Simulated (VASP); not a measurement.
Input of a VASP 6.6.1 run:

File POSCAR:

```
Si
1.0
   -2.3836312216      2.3863452033      1.3201301675
    2.3863452033     -2.3836312216      1.3201301675
    2.3876285583      2.3876285583     -1.3152885214
Si
2
Direct
    0.2499853486      0.7500146514      0.5000000000
    0.5000146514      0.4999853486      0.0000000000
```

Contents of INCAR.step1:

```
SYSTEM = Si
  ALGO = Normal
  EDIFF = 1E-4
  ENCUT = 520
  GGA = PE
  ISMEAR = 1
  ISYM = 0
  LASPH = .True.
  LCHARG = .False.
  LREAL = .False.
  LWAVE = .True.
  NBANDS = 11
  NELM = 60
  PREC = Accurate
  SIGMA = 0.1
```

The input INCAR.step2:

```
SYSTEM = Si
  ALGO = Normal
  EDIFF = 1E-6
  ENCUT = 520
  ISIF = 2
  ISMEAR = 1
  ISTART = 1
  ISYM = 0
  IVDW = 13
  LASPH = .True.
  LCHARG = .False.
  LMIXTAU = .True.
  LREAL = .False.
  LWAVE = .False.
  METAGGA = R2SCAN
  NBANDS = 11
  NELM = 60
  PREC = Accurate
  SIGMA = 0.1
  VDW_A1 = 0.51559235
  VDW_A2 = 5.77342911
  VDW_S6 = 1.0
  VDW_S8 = 0.6018749
```

Contents of KPOINTS:

```
k-points
0
Gamma
  14 14 10
  0 0 0
```

Potentials or basis: VASP PAW PBE potentials, release 64 (Si).

Run with:

```sh
$ cat potpaw_PBE.64/Si/POTCAR > POTCAR
$ cp INCAR.step1 INCAR
$ mpirun -np 1 vasp_std > vasp.out
$ cp INCAR.step2 INCAR
$ mpirun -np 1 vasp_std > vasp.out
```

(1) What does it give for the band gap on the k mesh?

(2) Predict the pressure.

Answers

(1) zero (bands 4 and 5 overlap by 6.71 eV).

(2) -0.1 GPa.

Caveat: the PAW data sets were made with another functional, which shifts forces and pressure a little.
